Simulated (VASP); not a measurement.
## MgS: single point with r2SCAN

The system is MgS.

```
S Mg
1.0
     7.83558    0.00000    0.00000
    -1.40287    6.13014    0.00000
    -0.01466   -1.64850    6.24788
S Mg
8 8
Direct
  0.19346 0.50486 0.50438
  0.80654 0.49514 0.49562
  0.28874 0.77280 0.81519
  0.71126 0.22720 0.18481
  0.19005 0.23142 0.68554
  0.80995 0.76858 0.31446
  0.20012 0.50105 0.97882
  0.79988 0.49895 0.02118
  0.17132 0.80236 0.34297
  0.82868 0.19764 0.65703
  0.06734 0.20027 0.18989
  0.93266 0.79973 0.81011
  0.46158 0.21294 0.68258
  0.53842 0.78706 0.31742
  0.56670 0.78853 0.81927
  0.43330 0.21147 0.18073
```

```yaml
Program: VASP 6.6.1
Task: single point
Functional: r2SCAN
Potentials_or_basis: VASP PAW PBE potentials, release 64 (S, Mg)
Cutoff: 520 eV
k_mesh: 3 × 3 × 3, shifted
Occupations: fermi-dirac, width 0.0681 eV
Spin: no spin polarisation
```

| Quantity | Value |
| --- | --- |
| Pressure | 11.9 GPa |
| Largest force | 3.669 eV/Å |
| Band gap on the k mesh | zero (band 32 reaches 5.52 eV, above the bottom of band 33 at 5.29 eV) |

Forces in eV/Å, atoms in the order of the input:
```
S    0.600  0.770 -2.998
S   -0.600 -0.770  2.998
S   -2.200  2.313  0.977
S    2.200 -2.313 -0.977
S   -2.391 -2.701 -0.669
S    2.391  2.701  0.669
S    0.405 -0.727  3.005
S   -0.405  0.727 -3.005
Mg  -0.606  0.860 -0.344
Mg   0.606 -0.860  0.344
Mg  -0.963 -0.056 -0.250
Mg   0.963  0.056  0.250
Mg   2.513 -0.674 -0.305
Mg  -2.513  0.674  0.305
Mg   2.533  0.807  0.130
Mg  -2.533 -0.807 -0.130
```

Stress tensor (GPa, compression positive):
```
13.59 -1.46 -0.29
-1.46 10.11 -1.36
-0.29 -1.36 12.11
```

Levels at points of the mesh, in eV from the Fermi level:
| k point | band 29 | band 30 | band 31 | band 32 | band 33 | band 34 | band 35 | band 36 |
| --- | --- | --- | --- | --- | --- | --- | --- | --- |
| (0.50, 0.50, 0.00) | -1.08 | -0.50 | -0.42 | -0.09 | 0.14 | 0.40 | 0.62 | 1.07 |

It took 9.8 min on 1 thread of Intel(R) Xeon(R) Platinum 8488C (Sapphire Rapids) (shared host), peak memory 0.45 GiB.

Caveat: the PAW data sets were made with another functional, which shifts forces and pressure a little.
